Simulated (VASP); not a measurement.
Input of a VASP 6.6.1 run:

The input INCAR:

```
  PREC = Accurate
  ENCUT = 520
  EDIFF = 1E-6
  ISMEAR = 0
  SIGMA = 0.1
  LREAL = F
  LASPH = T
  NELM = 60
  ALGO = Fast
  ISIF = 2
  LWAVE = F
  LCHARG = T
  GGA = PS
  LELF = T
  LVHAR = T
  NBANDS = 19
```

KPOINTS

```
Automatic mesh
0
Gamma
  12 12 8
```

The input POSCAR:

```
Ti
1.0
    2.9004352002      0.0000000000      0.0000000000
   -1.4502176001      2.5118505654      0.0000000000
    0.0000000000      0.0000000000      4.5909904470
Ti
2
Direct
    0.3333333333      0.6666666667      0.2500000000
    0.6666666667      0.3333333333      0.7500000000
```

Potentials or basis: VASP PAW PBE potentials, release 64 (Ti_sv).

The run is started by

```console
$ cat potpaw_PBE.64/Ti_sv/POTCAR > POTCAR
$ mpirun -np 1 vasp_std > vasp.out
```

Problem. What does it give for the band gap on the k mesh?

Solution. Zero (band 12 reaches 9.40 eV, above the bottom of band 13 at 8.40 eV).

Problem. Predict the pressure.

Solution. -0.3 GPa.

Stress tensor (GPa, compression positive):
```
-0.34  0.00  0.00
 0.00 -0.34  0.00
 0.00  0.00 -0.12
```

Caveat: the PAW data sets were made with another functional, which shifts forces and pressure a little.
